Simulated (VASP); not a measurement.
Input of a VASP 6.6.1 run:

File INCAR:

```
PREC = Accurate
ENCUT = 600
EDIFF = 1E-6
ISMEAR = 0
SIGMA = 0.05
LREAL = False
LASPH = True
NELM = 200
ALGO = Normal
ISIF = 2
LWAVE = False
LCHARG = False
ISPIN = 2
MAGMOM = 4.22 4.22 0 0
LORBIT = 11
LMAXMIX = 4
GGA = PE
NBANDS = 31
GGA_COMPAT = False
```

The input KPOINTS:

```
Automatic mesh
0
Gamma
  12 12 6
```

File POSCAR:

```
MnO
1.0
    3.3980152691      0.0000000000      0.0000000000
   -1.6990076346      2.9427675455      0.0000000000
    0.0000000000      0.0000000000      5.3024085056
Mn O
2 2
Direct
    0.3333333333      0.6666666667     -0.0020889673
    0.6666666667      0.3333333333      0.4979110327
    0.3333333333      0.6666666667      0.3885189673
    0.6666666667      0.3333333333      0.8885189673
```

Potentials or basis: VASP PAW PBE potentials, release 64 (Mn_pv, O).

Run with:

```bash
$ cat potpaw_PBE.64/Mn_pv/POTCAR potpaw_PBE.64/O/POTCAR > POTCAR
$ mpirun -np 1 vasp_std > vasp.out
```

Problem. Estimate the largest force.

Solution. 0.009 eV/Å.

Problem. What does it give for the net moment?

Solution. 10.00 μB per cell.

Problem. Estimate the band gap on the k mesh.

Solution. Zero (filled and empty bands overlap).

Problem. Predict the site moments.

Solution. Mn +4.42; O +0.20 μB.

Stress tensor (GPa, compression positive):
```
5.66 0.00 0.00
0.00 5.66 0.00
0.00 0.00 5.24
```

Caveat: semilocal functionals often make such compounds metallic where correlation or magnetic order opens a gap, which also shifts bond lengths; only a ferromagnetic start was run, and an antiferromagnetic order may lie lower in energy. With open d or f shells a metallic result of PBE can be an artefact of self-interaction; +U or a hybrid may open a gap.
